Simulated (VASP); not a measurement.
Wanted: the native input for a VASP 6.6.1 run.

```
Task                   : single point
Functional             : LDA
Potentials or basis    : VASP PAW LDA potentials, release 64 (Cr_pv)
Cutoff                 : 520 eV
k mesh                 : 11 × 11 × 6
Occupations            : fermi-dirac, width 0.05 eV
Spin                   : collinear spin, ferromagnetic start
Starting moments       : [3.0, 3.0] μB
Dipole correction      : no
Further INCAR settings : ALGO = Normal; EDIFF = 1e-06; NBANDS = 23
```

The structure of Cr lies in POSCAR:

```
Cr
1.0
    2.7140000000      0.0000000000      0.0000000000
   -1.3570000000      2.3503929459      0.0000000000
    0.0000000000      0.0000000000      4.4100000000
Cr
2
Direct
    0.6666666667      0.3333333333      0.7500000000
    0.3333333333      0.6666666667      0.2500000000
```

One way to write it, as run:

INCAR

```
SYSTEM = Cr
PREC = Accurate ; ENCUT = 520
EDIFF = 1E-6 ; ISMEAR = -1
SIGMA = 0.05 ; LREAL = .FALSE.
LASPH = .TRUE. ; NELM = 150
ALGO = Normal ; ISIF = 2
LWAVE = .FALSE. ; LCHARG = .FALSE.
ISPIN = 2 ; MAGMOM = 3 3
LORBIT = 11 ; LMAXMIX = 4
NBANDS = 23
```

KPOINTS

```
Automatic mesh
0
G
  11 11 6
  0 0 0
```

Potentials or basis: VASP PAW LDA potentials, release 64 (Cr_pv).

Command:

```console
$ cat potpaw_LDA.64/Cr_pv/POTCAR > POTCAR
$ mpirun -np 1 vasp_std > vasp.out
```

It gave:

```yaml
Pressure: -38.9 GPa
Net_moment: 0.47 μB per cell
Site_moments: Cr +0.22 μB
Valence_electrons_inside_the_program's_atomic_spheres: Cr 10.73
```

It took 34 s on 1 thread of Intel(R) Xeon(R) 6975P-C (Granite Rapids), on a shared host, peak memory 0.17 GiB.
